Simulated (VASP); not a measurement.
# NiSb (P6_3/mmc) in VASP: settings compared, part 2 of 2

VASP 6.6.1.

## 4. Single point, PBE

INCAR reads:

```
ALGO     = Normal         # electronic algorithm
EDIFF    = 1E-7           # SCF threshold, eV
ENCUT    = 520            # plane-wave cutoff, eV
GGA      = PE             # functional
ISIF     = 2              # what is computed and relaxed
ISMEAR   = 0              # smearing method
LASPH    = T              # aspherical terms in the spheres
LCHARG   = F              # write CHGCAR
LREAL    = F              # projectors in reciprocal space
LWAVE    = F              # write WAVECAR
NBANDS   = 23             # bands
NELM     = 100            # most SCF steps
PREC     = Accurate       # precision mode
SIGMA    = 0.1            # smearing width, eV
```

KPOINTS reads:

```
k-points
0
Gamma
  6 6 4
```

POSCAR reads:

```
NiSb
1.0
    3.9399999606      0.0000000000      0.0000000000
   -1.9699999803      3.4121400568      0.0000000000
    0.0000000000      0.0000000000      5.1400000000
Ni Sb
2 2
Direct
    0.0000000000      0.0000000000      0.0000000000
    0.0000000000      0.0000000000      0.5000000000
    0.3333333333      0.6666666667      0.2500000000
    0.6666666667      0.3333333333      0.7500000000
```

Potentials or basis: VASP PAW PBE potentials, release 64 (Ni, Sb).

The run is started by

```console
$ cat potpaw_PBE.64/Ni/POTCAR potpaw_PBE.64/Sb/POTCAR > POTCAR
$ mpirun -np 1 vasp_std > vasp.out
```

OUTCAR:

```text
EDIFF = 1E-7
   ENCUT = 520
   GGA = PE
   ISIF = 2
   ISMEAR = 0
   LASPH = T
   LREAL = F
   NELM = 100
   PREC = Accurate

 ion  position               nearest neighbor table
   1  0.000  0.000  0.000-   2 2.57   2 2.57   4 2.61   3 2.61   4 2.61   3 2.61   4 2.61   3 2.61

   2  0.000  0.000  0.500-   1 2.57   1 2.57   4 2.61   3 2.61   4 2.61   3 2.61   4 2.61   3 2.61

   3  0.333  0.667  0.250-   1 2.61   2 2.61   1 2.61   2 2.61   1 2.61   2 2.61   4 3.43   4 3.43
[... 746 lines left out ...]
  FORCE on cell =-STRESS in cart. coord.  units (eV):
  Direction    XX          YY          ZZ          XY          YZ          ZX
  --------------------------------------------------------------------------------------
  -------------------------------------------------------------------------------------
  Total        1.0336923      1.0336923      1.2183940     -0.0000000      0.0000000     -0.0000000
  in kB       23.9671115     23.9671115     28.2495907     -0.0000000      0.0000000     -0.0000000
  external PRESSURE =      25.3946046 kB  Pullay stress =       0.0000000 kB

 VOLUME and BASIS-vectors are now :
 -----------------------------------------------------------------------------
  energy-cutoff  :      520.00
  volume of cell :       69.10
      direct lattice vectors                 reciprocal lattice vectors
     3.939999961  0.000000000  0.000000000     0.253807109  0.146535603  0.000000000
    -1.969999980  3.412140057  0.000000000     0.000000000  0.293071206  0.000000000
     0.000000000  0.000000000  5.140000000     0.000000000  0.000000000  0.194552529

 POSITION                                       TOTAL-FORCE (eV/Angst)
 -----------------------------------------------------------------------------------
      0.00000      0.00000      0.00000         0.000000      0.000000     -0.000000
      0.00000      0.00000      2.57000        -0.000000      0.000000     -0.000000
     -0.00000      2.27476      1.28500         0.000000     -0.000000      0.000000
      1.97000      1.13738      3.85500        -0.000000      0.000000     -0.000000
 -----------------------------------------------------------------------------------
    total drift:                               -0.000000     -0.000000     -0.000000

  FREE ENERGIE OF THE ION-ELECTRON SYSTEM (eV)
  ---------------------------------------------------
  free  energy   TOTEN  =       -20.2810776830 eV

  energy  without entropy=      -20.2678011134  energy(sigma->0) =      -20.27443940
```

stdout:

```text
POSCAR found type information on POSCAR NiSb
 POSCAR found :  2 types and       4 ions
 scaLAPACK will be used
 LDA part: xc-table for (Slater+PW92), standard interpolation
 POSCAR, INCAR and KPOINTS ok, starting setup
 FFT: planning ... GRIDC
 FFT: planning ... GRID_SOFT
 FFT: planning ... GRID
 WAVECAR not read
 entering main loop
```

It took 24 s on 1 thread of AMD EPYC 9R45 (Zen 5), shared host; peak memory 0.16 GiB.

What came out:

```
Free energy            : -20.2811 eV
Pressure               : 2.5 GPa
Band gap on the k mesh : zero (bands 15 and 16 overlap by 3.34 eV)
```

Stress tensor (GPa, compression positive):
```
2.40 0.00 0.00
0.00 2.40 0.00
0.00 0.00 2.82
```

Caveat: spin-orbit coupling is left out, which moves the levels of the heavy elements.

## 5. Single point, LDA

INCAR reads:

```
PREC = Accurate
ENCUT = 520
EDIFF = 1E-6
ISMEAR = 0
SIGMA = 0.1
LREAL = False
LASPH = True
NELM = 60
ALGO = Normal
ISIF = 2
LWAVE = False
LCHARG = False
NBANDS = 23
```

KPOINTS reads:

```
Automatic mesh
0
Gamma
  6 6 4
```

POSCAR is that of step 4.

Potentials or basis: VASP PAW LDA potentials, release 64 (Ni, Sb).

The run is started by

```console
$ cat potpaw_LDA.64/Ni/POTCAR potpaw_LDA.64/Sb/POTCAR > POTCAR
$ mpirun -np 1 vasp_std > vasp.out
```

It took 18 s on 1 thread of AMD EPYC 9R45 (Zen 5), shared host; peak memory 0.14 GiB.

Results (log left out):

```
Free energy            : -24.0649 eV
Pressure               : -6.1 GPa
Band gap on the k mesh : zero (bands 15 and 16 overlap by 3.32 eV)
```

Stress tensor (GPa, compression positive):
```
-6.27  0.00  0.00
 0.00 -6.27  0.00
 0.00  0.00 -5.85
```

Levels at points of the mesh, in eV from the Fermi level:
```csv
k point,band 13,band 14,band 15,band 16,band 17,band 18
"(0.00, 0.00, 0.00)",-0.08,0.55,0.55,2.41,2.41,3.10
"(0.50, 0.00, 0.00)",-1.64,-1.44,-1.37,-0.47,1.09,3.42
"(0.00, 0.00, 0.50)",0.15,0.15,2.00,2.00,2.00,2.00
"(0.50, 0.00, 0.50)",-1.84,-1.84,0.16,0.16,1.61,1.61
```

Caveat: the cell stands under tension; spin-orbit coupling is left out, which moves the levels of the heavy elements.

## 6. Single point, BLYP

INCAR reads:

```
PREC = Accurate ; ENCUT = 520
EDIFF = 1E-6 ; ISMEAR = 0
SIGMA = 0.1 ; LREAL = False
LASPH = True ; NELM = 100
ALGO = Normal ; ISIF = 2
LWAVE = False ; LCHARG = True
GGA = B5 ; ALDAX = 1.0
AGGAX = 1.0 ; AGGAC = 1.0
ALDAC = 0.0 ; LELF = True
LVHAR = True ; NBANDS = 23
```

KPOINTS is that of step 5.

POSCAR is that of step 5.

Potentials or basis: VASP PAW PBE potentials, release 64 (Ni, Sb).

The run is started by

```console
$ cat potpaw_PBE.64/Ni/POTCAR potpaw_PBE.64/Sb/POTCAR > POTCAR
$ mpirun -np 1 vasp_std > vasp.out
```

OUTCAR:

```text
PREC = Accurate
   ENCUT = 520
   EDIFF = 1E-6
   ISMEAR = 0
   LREAL = False
   LASPH = True
   NELM = 100
   ISIF = 2
   GGA = B5

 ion  position               nearest neighbor table
   1  0.000  0.000  0.000-   2 2.57   2 2.57   4 2.61   3 2.61   4 2.61   3 2.61   4 2.61   3 2.61

   2  0.000  0.000  0.500-   1 2.57   1 2.57   4 2.61   3 2.61   4 2.61   3 2.61   4 2.61   3 2.61

   3  0.333  0.667  0.250-   1 2.61   2 2.61   1 2.61   2 2.61   1 2.61   2 2.61   4 3.43   4 3.43
                             4 3.43   4 3.43   4 3.43   4 3.43
   4  0.667  0.333  0.750-   1 2.61   2 2.61   1 2.61   2 2.61   1 2.61   2 2.61   3 3.43   3 3.43
                             3 3.43   3 3.43   3 3.43   3 3.43

  LATTYP: Found a hexagonal cell.
 ALAT       =     3.9399999606
 C/A-ratio  =     1.3045685410

  Lattice vectors:

 A1 = (   3.9399999606,   0.0000000000,   0.0000000000)
 A2 = (  -1.9699999803,   3.4121400568,   0.0000000000)
 A3 = (   0.0000000000,   0.0000000000,   5.1400000000)

Analysis of symmetry for initial positions (statically):
[... 173 lines left out ...]

  energy without entropy =      -16.51088837  energy(sigma->0) =      -16.51686013

 E-fermi :  10.4835     XC(G=0): -10.8150

 val. band max:       10.3703897892   @ k =   0.0000   0.0000   0.0000
 cond. band min:      10.5261031305   @ k =   0.3333  -0.0000   0.2500
 fundamental gap:      0.1557133414
 Fermi energy:        10.4834831155

 k-point     1 :       0.0000    0.0000    0.0000
  band No.  band energies     occupation
      1      -2.4657      2.00000
      2       1.9439      2.00000
      3       4.2830      2.00000
      4       6.5218      2.00000
      5       6.5218      2.00000
      6       7.2966      2.00000
[... 535 lines left out ...]
     22      18.0859      0.00000
     23      19.0062      0.00000

------------------------ aborting loop because EDIFF is reached ----------------------------------------

  FORCE on cell =-STRESS in cart. coord.  units (eV):
  Direction    XX          YY          ZZ          XY          YZ          ZX
  --------------------------------------------------------------------------------------
  -------------------------------------------------------------------------------------
  Total        4.3624854      4.3624854      4.9184518      0.0000000      0.0000000      0.0000000
  in kB      101.1482512    101.1482512    114.0388464      0.0000000      0.0000000      0.0000000
  external PRESSURE =     105.4451162 kB  Pullay stress =       0.0000000 kB

 VOLUME and BASIS-vectors are now :
 -----------------------------------------------------------------------------
  energy-cutoff  :      520.00
  volume of cell :       69.10
      direct lattice vectors                 reciprocal lattice vectors
     3.939999961  0.000000000  0.000000000     0.253807109  0.146535603  0.000000000
    -1.969999980  3.412140057  0.000000000     0.000000000  0.293071206  0.000000000
     0.000000000  0.000000000  5.140000000     0.000000000  0.000000000  0.194552529

 POSITION                                       TOTAL-FORCE (eV/Angst)
 -----------------------------------------------------------------------------------
      0.00000      0.00000      0.00000        -0.000000      0.000000      0.000000
      0.00000      0.00000      2.57000        -0.000000      0.000000      0.000000
     -0.00000      2.27476      1.28500        -0.000000     -0.000000     -0.000000
      1.97000      1.13738      3.85500         0.000000      0.000000     -0.000000
 -----------------------------------------------------------------------------------
    total drift:                               -0.000000      0.000000     -0.000000

  FREE ENERGIE OF THE ION-ELECTRON SYSTEM (eV)
  ---------------------------------------------------
  free  energy   TOTEN  =       -16.5228318854 eV

  energy  without entropy=      -16.5108883707  energy(sigma->0) =      -16.51686013
```

OSZICAR:

```text
N       E                     dE             d eps       ncg     rms          rms(c)
DAV:   1     0.174165117553E+03    0.17417E+03   -0.12285E+04   966   0.134E+03
DAV:   2    -0.786931140103E+01   -0.18203E+03   -0.17345E+03  1022   0.280E+02
DAV:   3    -0.174419751150E+02   -0.95727E+01   -0.93090E+01  1141   0.791E+01
DAV:   4    -0.176380185069E+02   -0.19604E+00   -0.19585E+00  1157   0.107E+01
DAV:   5    -0.176447734451E+02   -0.67549E-02   -0.67547E-02  1290   0.205E+00    0.119E+01
DAV:   6    -0.195899989118E+02   -0.19452E+01   -0.19365E+01  1113   0.779E+01    0.147E+01
DAV:   7    -0.165533189246E+02    0.30367E+01   -0.80203E+00  1162   0.554E+01    0.308E+00
DAV:   8    -0.165597843055E+02   -0.64654E-02   -0.60633E-01  1340   0.628E+00    0.209E+00
DAV:   9    -0.165226785112E+02    0.37106E-01   -0.12034E-01  1141   0.592E+00    0.383E-01
DAV:  10    -0.165228602193E+02   -0.18171E-03   -0.45007E-03  1129   0.542E-01    0.288E-01
DAV:  11    -0.165228436296E+02    0.16590E-04   -0.73625E-04  1113   0.182E-01    0.717E-02
DAV:  12    -0.165228379145E+02    0.57151E-05   -0.20113E-04  1422   0.201E-01    0.413E-02
DAV:  13    -0.165228341042E+02    0.38102E-05   -0.20202E-05  1066   0.368E-02    0.115E-02
DAV:  14    -0.165228321899E+02    0.19143E-05   -0.27474E-06  1029   0.116E-02    0.630E-03
DAV:  15    -0.165228318854E+02    0.30450E-06   -0.51969E-07   630   0.702E-03
   1 F= -.16522832E+02 E0= -.16516860E+02  d E =-.119435E-01
```

stdout:

```text
POSCAR found type information on POSCAR NiSb
 POSCAR found :  2 types and       4 ions
 scaLAPACK will be used
 -----------------------------------------------------------------------------
|                                                                             |
|                                                                             |
|     You enforced a specific xc type in the INCAR file but a different       |
|     I HOPE YOU KNOW WHAT YOU ARE DOING!                                     |
|                                                                             |
 -----------------------------------------------------------------------------

 LDA part: xc-table for (Slater(with rela. corr.)+VWN5), standard interpolation
 POSCAR, INCAR and KPOINTS ok, starting setup
 FFT: planning ... GRIDC
 FFT: planning ... GRID_SOFT
 FFT: planning ... GRID
 WAVECAR not read
 entering main loop
```

Wall time 42 s (1 thread of AMD EPYC 9R45 (Zen 5), shared host); peak memory 0.16 GiB.

Results:

* Free energy: -16.5228 eV
* Pressure: 10.5 GPa
* Band gap on the k mesh: zero (bands 15 and 16 overlap by 3.36 eV)

Levels at points of the mesh, in eV from the Fermi level:
```tsv
k point	band 11	band 12	band 13	band 14	band 15	band 16	band 17	band 18	band 19	band 20
(0.00, 0.00, 0.00)	-1.42	-1.42	-0.11	0.54	0.54	2.40	2.40	3.34	3.83	5.15
(0.50, 0.00, 0.00)	-2.17	-1.94	-1.66	-1.48	-1.41	-0.47	1.08	3.59	3.85	5.44
(0.00, 0.00, 0.50)	-2.16	-2.16	0.11	0.11	1.98	1.98	1.98	1.98	5.27	5.27
(0.50, 0.00, 0.50)	-2.00	-2.00	-1.89	-1.89	0.16	0.16	1.61	1.61	5.16	5.16
```

Caveat: the cell stands under pressure; the PAW data sets were made with another functional, which shifts forces and pressure a little; spin-orbit coupling is left out, which moves the levels of the heavy elements. Spin polarisation is off, so any magnetic state and its effect on volume and gap are missing.

## 7. Summary

```csv
level,potentials or basis,spin,k mesh,smearing,gap on the mesh (eV),pressure (GPa)
r2SCAN,"VASP PAW PBE potentials, release 64 (Ni, Sb)",off,"3 × 3 × 2, shifted",gaussian 0.1 eV,none,-0.3
PBE,"VASP PAW PBE potentials, release 64 (Ni, Sb)","collinear, antiferromagnetic start","3 × 3 × 1, shifted",methfessel-paxton 0.091 eV,none,2.2
PBE,"VASP PAW PBE potentials, release 64 (Ni, Sb)",off,6 × 6 × 4,gaussian 0.1 eV,none,2.5
LDA,"VASP PAW LDA potentials, release 64 (Ni, Sb)",off,6 × 6 × 4,gaussian 0.1 eV,none,-6.1
BLYP,"VASP PAW PBE potentials, release 64 (Ni, Sb)",off,6 × 6 × 4,gaussian 0.1 eV,none,10.5
```

Alike in all rows: task single point; cell as given; cutoff (eV) 520.

Caveats: some runs use coarse meshes; spin-orbit coupling is left out, which moves the levels of the heavy elements; the PAW data sets were made with another functional, which shifts forces and pressure a little (at least some runs); the cell stands under tension (at least some runs); the cell stands under pressure (at least some runs).

Total energies depend on the potentials used, so only differences within one code and one set of settings carry meaning.
